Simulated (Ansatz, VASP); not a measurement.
**Ga: VASP beside Ansatz**

File INCAR:

```
SYSTEM = Ga
PREC = Accurate
ENCUT = 600
EDIFF = 1E-7
ISMEAR = 0
SIGMA = 0.1
LREAL = .FALSE.
LASPH = .TRUE.
NELM = 60
ALGO = Fast
ISIF = 3
LWAVE = .FALSE.
LCHARG = .FALSE.
GGA = PE
IBRION = 2
NSW = 80
EDIFFG = -0.015
```

File KPOINTS:

```
Automatic mesh
0
G
  14 14 14
  0 0 0
```

Contents of POSCAR:

```
Ga
1.0
   -2.9892831463      0.0000000000      0.0000000000
    0.0000000000      0.0000000000     -4.2255233856
    1.4946415731     -4.4839247194      2.1127616928
Ga
3
Direct
    0.6666666667      0.6666666667      0.3333333333
    0.3333333333      0.3333333333      0.6666666667
    0.0000000000      0.0000000000      0.0000000000
```

Input for Ansatz:

```yaml
crystal:
  lattice:
    - [-2.9892831463, 0.0, 0.0]
    - [0.0, 0.0, -4.2255233856]
    - [1.4946415731, -4.4839247194, 2.1127616928]
  atoms:
    - { symbol: Ga, position: [0.6666666667, 0.6666666667, 0.3333333333] }
    - { symbol: Ga, position: [0.3333333333, 0.3333333333, 0.6666666667] }
    - { symbol: Ga, position: [0.0, 0.0, 0.0] }
basis:
  ecutwfc: 420
kpoints:
  mp_grid: { grid: [14, 14, 14] }
hamiltonian:
  xc: pbe
scf:
  occupations: { method: gaussian, width: 0.1 }
output:
  forces: true
  stress: true
  eigenvalues: true
relax:
  adjacent_minimum: "off"
  f_tol: 0.015
  max_steps: 60
  cell: { stress_tol: 0.15 }
```

Alike in both runs: task relaxation of cell and atoms; functional PBE; k mesh 14 × 14 × 14; occupations gaussian, width 0.1 eV; no spin polarisation.

```csv
,VASP,Ansatz
version,VASP 6.6.1,Ansatz 0.2.0
potentials or method,"VASP PAW PBE potentials, release 64 (Ga_d), cutoff 600 eV","scalar-relativistic, plane waves, PAW"
valence electrons in the cell,39,39
```

Ansatz gave:

| Property | Result |
| --- | --- |
| gap on the k mesh at the Fermi level, each at its own relaxed structure (eV) | none |
| relaxed volume (Å³/atom) | 18.95 |
| relaxed cell length with the largest relative difference (Å) | 4.126 |

Q: Which values does VASP return?

A: gap on the k mesh at the Fermi level, each at its own relaxed structure (eV): none; relaxed volume (Å³/atom): 18.96; relaxed cell length with the largest relative difference (Å): 4.116.

A gap of «none» marks a metal or a gap that the smearing closes.
